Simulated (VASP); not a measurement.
# Be (P6_3/mmc) in VASP: further runs

Be is run at these levels: r2SCAN; tasks: single point.

Program: VASP 6.6.1. These are calculated values, not measurements. Logs are shortened: lines on timing, memory, paths and dates and some standing lists are left out, and cuts for length are marked.

### Step 1. The cell of the first run

It takes space group P6_3/mmc (No. 194, hexagonal). Conventional cell: a = 2.265 Å, b = 2.265 Å, c = 3.561 Å, α = 90.00°, β = 90.00°, γ = 120.00°. Within 2.9 Å of Be (site symmetry -6m2) lie 12 Be at 2.21 to 2.26 Å.

### Step 2. Single point, r2SCAN

POSCAR

```
Be
1.0
    2.2645998697      0.0000000000      0.0000000000
   -1.1322999349      1.9612010165      0.0000000000
    0.0000000000      0.0000000000      3.5612588026
Be
2
Direct
    0.3333333333      0.6666666667      0.2500000000
    0.6666666667      0.3333333333      0.7500000000
```

INCAR.step1

```
SYSTEM = Be
ALGO = Normal
EDIFF = 1E-4
ENCUT = 520
GGA = PE
ISMEAR = -1
LASPH = .TRUE.
LCHARG = .FALSE.
LREAL = .FALSE.
LWAVE = .TRUE.
NBANDS = 9
NELM = 100
PREC = Accurate
SIGMA = 0.1
```

INCAR.step2

```
SYSTEM = Be
ALGO = Normal
EDIFF = 1E-6
ENCUT = 520
ISIF = 2
ISMEAR = -1
ISTART = 1
LASPH = .TRUE.
LCHARG = .TRUE.
LELF = .TRUE.
LMIXTAU = .TRUE.
LREAL = .FALSE.
LVHAR = .TRUE.
LWAVE = .FALSE.
METAGGA = R2SCAN
NBANDS = 9
NELM = 100
PREC = Accurate
SIGMA = 0.1
```

KPOINTS

```
k-points
0
G
  10 10 6
  0 0 0
```

Potentials or basis: VASP PAW PBE potentials, release 64 (Be).

The run is started by

```console
$ cat potpaw_PBE.64/Be/POTCAR > POTCAR
$ cp INCAR.step1 INCAR
$ mpirun -np 1 vasp_std > vasp.out
$ cp INCAR.step2 INCAR
$ mpirun -np 1 vasp_std > vasp.out
```

OUTCAR:

```text
SYSTEM = Be
   EDIFF = 1E-6
   ENCUT = 520
   ISIF = 2
   ISMEAR = -1
   ISTART = 1
   LASPH = .TRUE.
   LREAL = .FALSE.
   METAGGA = R2SCAN
   NELM = 100
   PREC = Accurate

 ion  position               nearest neighbor table
   1  0.333  0.667  0.250-   2 2.21   2 2.21   2 2.21   2 2.21   2 2.21   2 2.21
   2  0.667  0.333  0.750-   1 2.21   1 2.21   1 2.21   1 2.21   1 2.21   1 2.21

  LATTYP: Found a hexagonal cell.
 ALAT       =     2.2645998697
 C/A-ratio  =     1.5725775004

  Lattice vectors:

 A1 = (   2.2645998697,   0.0000000000,   0.0000000000)
 A2 = (  -1.1322999349,   1.9612010165,   0.0000000000)
 A3 = (   0.0000000000,   0.0000000000,   3.5612588026)

Analysis of symmetry for initial positions (statically):
=====================================================================
 Subroutine PRICEL returns:
 Original cell was already a primitive cell.

 Routine SETGRP: Setting up the symmetry group for a
 hexagonal supercell.

 Subroutine GETGRP returns: Found 24 space group operations
 (whereof 12 operations were pure point group operations)
 out of a pool of 24 trial point group operations.

The static configuration has the point symmetry D_3d.
 The point group associated with its full space group is D_6h.

Analysis of symmetry for dynamics (positions and initial velocities):
=====================================================================
 Subroutine PRICEL returns:
 Original cell was already a primitive cell.

 Routine SETGRP: Setting up the symmetry group for a
 hexagonal supercell.

 Subroutine GETGRP returns: Found 24 space group operations
 (whereof 12 operations were pure point group operations)
 out of a pool of 24 trial point group operations.

The dynamic configuration has the point symmetry D_3d.
 The point group associated with its full space group is D_6h.

 Subroutine INISYM returns: Found 24 space group operations
 (whereof 12 operations are pure point group operations),
 and found     1 'primitive' translations

----------------------------------------------------------------------------------------

                                     Primitive cell

  volume of cell :      15.8167

  direct lattice vectors                    reciprocal lattice vectors
     2.264599870  0.000000000  0.000000000     0.441579112  0.254945819  0.000000000
    -1.132299935  1.961201017  0.000000000     0.000000000  0.509891639  0.000000000
     0.000000000  0.000000000  3.561258803     0.000000000  0.000000000  0.280799587

  length of vectors
     2.264599870  2.264599870  3.561258803     0.509891639  0.509891639  0.280799587

  position of ions in fractional coordinates (direct lattice)
     0.333333333  0.666666667  0.250000000
     0.666666667  0.333333333  0.750000000

  ion indices of the primitive-cell ions
   primitive index   ion index
                 1           1
                 2           2

----------------------------------------------------------------------------------------

 KPOINTS: k-points

Automatic generation of k-mesh.
 Grid dimensions read from file:
 generate k-points for:   10   10    6

 Generating k-lattice:

  Cartesian coordinates                     Fractional coordinates (reciprocal lattice)
     0.044157911  0.025494582  0.000000000     0.100000000  0.000000000  0.000000000
     0.000000000  0.050989164  0.000000000     0.000000000  0.100000000  0.000000000
     0.000000000  0.000000000  0.046799931     0.000000000  0.000000000  0.166666667

  Length of vectors
     0.050989164  0.050989164  0.046799931

  Shift w.r.t. Gamma in fractional coordinates (k-lattice)
     0.000000000  0.000000000  0.000000000

 Subroutine IBZKPT returns following result:
 ===========================================

 Found     56 irreducible k-points:

 Following reciprocal coordinates:
            Coordinates               Weight
  0.000000  0.000000  0.000000      1.000000
  0.100000  0.000000  0.000000      6.000000
  0.200000  0.000000  0.000000      6.000000
  0.300000  0.000000  0.000000      6.000000
  0.400000  0.000000  0.000000      6.000000
  0.500000  0.000000  0.000000      3.000000
[... 16 lines left out ...]
  0.300000  0.100000  0.166667     24.000000
  0.400000  0.100000  0.166667     24.000000
 [... further k-points ...]
   k-points           NKPTS =     56   k-points in BZ     NKDIM =     56   number of bands    NBANDS=      9
   number of dos      NEDOS =    301   number of ions     NIONS =      2
   total plane-waves  NPLWV =   9072
   dimension x,y,z NGX =    18 NGY =   18 NGZ =   28
   dimension x,y,z NGXF=    36 NGYF=   36 NGZF=   56
   ions per type =               2
   NGX,Y,Z   is equivalent  to a cutoff of  13.21, 13.21, 13.07 a.u.
   NGXF,Y,Z  is equivalent  to a cutoff of  26.43, 26.43, 26.14 a.u.
 SYSTEM =  Be
   PREC   = accura    normal or accurate (medium, high low for compatibility)
   ISTART =      1    job   : 0-new  1-cont  2-samecut
   ICHARG =      0    charge: 1-file 2-atom 10-const
   ISPIN  =      1    spin polarized calculation?
   LNONCOLLINEAR =      F non collinear calculations
   LSORBIT =      F    spin-orbit coupling
   LASPH  =      T    aspherical Exc in radial PAW
   ENCUT  =  520.0 eV  38.22 Ry    6.18 a.u.   4.21  4.21  6.62*2*pi/ulx,y,z
   NELM   =    100;   NELMIN=  2; NELMDL=  0     # of ELM steps
   EDIFF  = 0.1E-05   stopping-criterion for ELM
   LREAL  =      F    real-space projection
   EDIFFG = 0.1E-04   stopping-criterion for IOM
   NSW    =      0    number of steps for IOM
   IBRION =     -1    ionic relax: 0-MD 1-quasi-New 2-CG
   NFREE  =      0    steps in history (QN), initial steepest desc. (CG)
   ISIF   =      2    stress and relaxation
   ISYM   =      2    0-nonsym 1-usesym 2-fastsym
   POTIM  = 0.5000    time-step for ionic-motion
   TEBEG  =    0.0;   TEEND  =   0.0 temperature during run
   PSTRESS=    0.0 pullay stress
   NELECT =       4.0000    total number of electrons
   NUPDOWN=      -1.0000    fix difference up-down
   EMIN   =  10.00;   EMAX   =-10.00  energy-range for DOS
   EFERMI =   0.00;   METHOD = LEGACY
   ISMEAR =    -1;   SIGMA  =   0.10  broadening in eV -4-tet -1-fermi 0-gaus
   EFERMI_NEDOS =   21; number of points for ismear=-14 and -15
   IALGO  =     38    algorithm
   IMIX   =      4    mixing-type and parameters
     AMIX     =   0.40;   BMIX     =  1.00
     AMIX_MAG =   1.60;   BMIX_MAG =  1.00
  volume/ion in A,a.u.               =       7.91        53.37
  Fermi-wavevector in a.u.,A,eV,Ry     =   1.035275  1.956386 14.582651  1.071795
  Thomas-Fermi vector in A             =   2.169611
   LORBIT       =      0    0 simple, 1 ext, 2 COOP (PROOUT), +10 PAW based schemes
   METAGGA = R2SCAN    functional components
   LHFCALC =     F    Hartree Fock is set to
   AEXX    =    0.0000 exact exchange contribution
   IVDW    =     0    specifies the selected vdW correction
   LEPSILON=     F    determine dielectric tensor
   LRPA    =     F    only Hartree local field effects (RPA)
 non-spin polarized calculation
  energy-cutoff  :      520.00
  volume of cell :       15.82
 maximum number of plane-waves:       446
 NGX is ok and might be reduce to    18
   NGX =  9   NGY =  9   NGZ = 13

 number of electron       4.0000000 magnetization

 Free energy of the ion-electron system (eV)
  ---------------------------------------------------
  ext. energy  EPLUGINS =         0.00000000
  ---------------------------------------------------
  free energy    TOTEN  =        -8.65593932 eV

  energy without entropy =       -8.64837819  energy(sigma->0) =       -8.65215876

 E-fermi :   7.1201     XC(G=0): -11.2600

 val. band max:        7.0428061298   @ k =   0.3000   0.2000   0.0000
 cond. band min:       7.1433068124   @ k =   0.2000   0.2000   0.0000
 fundamental gap:      0.1005006826
 Fermi energy:         7.1200918726

 k-point     1 :       0.0000    0.0000    0.0000
  band No.  band energies     occupation
      1      -5.1126      2.00000
      2       2.3890      2.00000
      3       8.2104      0.00004
      4      24.4274      0.00000
      5      24.4274      0.00000
      6      27.4680      0.00000
      7      27.4680      0.00000
      8      29.8387      0.00000
      9      35.5740      0.00000

 k-point     2 :       0.1000    0.0000    0.0000
  band No.  band energies     occupation
      1      -4.8020      2.00000
      2       2.7895      2.00000
      3       8.3116      0.00001
      4      22.0269      0.00000
      5      22.8328      0.00000
      6      27.4515      0.00000
      7      28.1647      0.00000
      8      29.1701      0.00000
      9      32.3220      0.00000

 k-point     3 :       0.2000    0.0000    0.0000
  band No.  band energies     occupation
      1      -3.8697      2.00000
      2       3.9872      2.00000
      3       8.5176      0.00000
      4      17.6819      0.00000
      5      20.5726      0.00000
      6      26.3697      0.00000
      7      26.5361      0.00000
      8      27.7741      0.00000
      9      28.5838      0.00000

 k-point     4 :       0.3000    0.0000    0.0000
  band No.  band energies     occupation
      1      -2.3202      2.00000
      2       5.9657      1.99998
      3       8.1637      0.00006
      4      14.2939      0.00000
      5      18.7887      0.00000
      6      21.7217      0.00000
      7      22.8487      0.00000
      8      26.6872      0.00000
      9      27.9904      0.00000
[... 205 lines left out ...]
 k-point    22 :       0.2000    0.1000    0.1667
  band No.  band energies     occupation
      1      -2.6743      2.00000
      2       3.4850      2.00000
      3      10.7753      0.00000
      4      15.6524      0.00000
      5      18.1833      0.00000
      6      22.3921      0.00000
      7      24.7354      0.00000
      8      26.2941      0.00000
      9      30.5505      0.00000

 k-point    23 :       0.3000    0.1000    0.1667
  band No.  band energies     occupation
      1      -0.8260      2.00000
      2       5.1406      2.00000
      3       9.6094      0.00000
      4      13.9266      0.00000
      5      15.8414      0.00000
      6      19.0360      0.00000
      7      23.0815      0.00000
      8      24.4798      0.00000
      9      29.6131      0.00000

 k-point    24 :       0.4000    0.1000    0.1667
  band No.  band energies     occupation
      1       1.4743      2.00000
      2       4.7083      2.00000
      3       9.5374      0.00000
      4      12.5519      0.00000
      5      14.7291      0.00000
      6      17.5996      0.00000
      7      21.2530      0.00000
      8      23.4737      0.00000
      9      29.1685      0.00000

 [... further k-points ...]
[... 5 lines left out ...]
  --------------------------------------------------------------------------------------
  -------------------------------------------------------------------------------------
  Total        0.1827520      0.1827520     -0.2323869     -0.0000000      0.0000000      0.0000000
  in kB       18.5120940     18.5120940    -23.5399251     -0.0000000      0.0000000      0.0000000
  external PRESSURE =       4.4947543 kB  Pullay stress =       0.0000000 kB

 VOLUME and BASIS-vectors are now :
 -----------------------------------------------------------------------------
  energy-cutoff  :      520.00
  volume of cell :       15.82
      direct lattice vectors                 reciprocal lattice vectors
     2.264599870  0.000000000  0.000000000     0.441579112  0.254945819  0.000000000
    -1.132299935  1.961201017  0.000000000     0.000000000  0.509891639  0.000000000
     0.000000000  0.000000000  3.561258803     0.000000000  0.000000000  0.280799587

 POSITION                                       TOTAL-FORCE (eV/Angst)
 -----------------------------------------------------------------------------------
     -0.00000      1.30747      0.89031         0.000000      0.000000      0.000000
      1.13230      0.65373      2.67094        -0.000000     -0.000000      0.000000
 -----------------------------------------------------------------------------------
    total drift:                                0.000000     -0.000000      0.000000

  FREE ENERGIE OF THE ION-ELECTRON SYSTEM (eV)
  ---------------------------------------------------
  free  energy   TOTEN  =        -8.6559393193 eV

  energy  without entropy=       -8.6483781911  energy(sigma->0) =       -8.65215876
```

It took 21 s on 1 thread of Intel Xeon Platinum 8259CL at 2.50GHz (Skylake/Cascade Lake), shared host; peak memory 0.12 GiB.

What came out:

```
Free energy            : -8.6559 eV
Pressure               : 0.4 GPa
Band gap on the k mesh : zero (band 2 reaches 7.53 eV, above the bottom of band 3 at 6.79 eV)
```

Caveat: the PAW data sets were made with another functional, which shifts forces and pressure a little.

(Part 1 of 2 ends here.)
